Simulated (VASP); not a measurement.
The system is CuO.

```
CELL_PARAMETERS angstrom
3.22090 0.00000 0.00000
-1.61045 2.78938 0.00000
0.00000 0.00000 5.27510
ATOMIC_POSITIONS crystal
Cu 0.66667 0.33333 0.00000
Cu 0.33333 0.66667 0.50000
O 0.66667 0.33333 0.62520
O 0.33333 0.66667 0.12520
```

Base run:

* Program: VASP 6.6.1
* Functional: PBE
* Potentials or basis: VASP PAW PBE potentials, release 64 (Cu, O)
* Cutoff: 520 eV
* k mesh: 9 × 9 × 5
* Occupations: fermi-dirac, width 0.05 eV
* Spin: no spin polarisation

Its results: band gap on the k mesh zero (band 17 reaches 4.55 eV, above the bottom of band 18 at 3.11 eV); pressure -2.0 GPa; largest force 0.099 eV/Å.

The run is repeated on the same cell with these changes: functional from PBE to PBEsol. What comes out?

Band gap on the k mesh zero (band 17 reaches 4.39 eV, above the bottom of band 18 at 2.94 eV); pressure -8.6 GPa; largest force 0.096 eV/Å.

PBEsol binds more tightly than PBE, so the same cell stands under less pressure.

Caveats: semilocal functionals often make such compounds metallic where correlation or magnetic order opens a gap, which also shifts bond lengths; the PAW data sets were made with another functional, which shifts forces and pressure a little (some runs).
